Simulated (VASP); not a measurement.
Here is a VASP 6.6.1 calculation.

File INCAR:

```
SYSTEM = TmHgH4
PREC = Accurate
ENCUT = 500
EDIFF = 1E-6
ISMEAR = 0
SIGMA = 0.1
LREAL = .FALSE.
LASPH = .TRUE.
NELM = 200
ALGO = Normal
ISIF = 2
LWAVE = .FALSE.
LCHARG = .TRUE.
GGA = PE
LELF = .TRUE.
LVHAR = .TRUE.
NBANDS = 22
GGA_COMPAT = .FALSE.
LMAXMIX = 6
```

File KPOINTS:

```
regular mesh
0
G
  6 6 4
  0 0 0
```

File POSCAR:

```
TmHgH4
1.0
    3.4079175900      0.0000000000      0.0000000000
   -1.7039588000      2.9513432100      0.0000000000
    0.0000000000      0.0000000000      6.9276628200
Tm Hg H
1 1 4
Direct
    0.0000000000      0.0000000000      0.5000000000
    0.0000000000      0.0000000000      0.0000000000
    0.3333333300      0.6666666700      0.7595900300
    0.3333333300      0.6666666700      0.2404099700
    0.6666666700      0.3333333300      0.7595900300
    0.6666666700      0.3333333300      0.2404099700
```

Potentials or basis: VASP PAW PBE potentials, release 64 (Tm_3, Hg, H), 4f in core.

The run is started by

```bash
$ cat potpaw_PBE.64/Tm_3/POTCAR potpaw_PBE.64/Hg/POTCAR potpaw_PBE.64/H/POTCAR > POTCAR
$ mpirun -np 1 vasp_std > vasp.out
```

**Question.** What does it give for the largest force?

**Answer.** 1.354 eV/Å.

**Question.** Estimate the band gap on the k mesh.

**Answer.** Zero (an odd number of electrons rules out a gap without spin polarisation).

**Question.** Predict the pressure.

**Answer.** -6.6 GPa.

Stress tensor (GPa, compression positive):
```
 -0.76   0.00   0.00
  0.00  -0.76   0.00
  0.00   0.00 -18.40
```

Caveat: the cell stands under tension; spin-orbit coupling is left out, which moves the levels of the heavy elements; the 4f electrons are frozen in the core, so they carry no moment and show no levels; forces of over 1 eV/Å act on the atoms, so gaps and moduli don't describe the material at rest. Spin polarisation is off, so any magnetic state and its effect on volume and gap are missing.
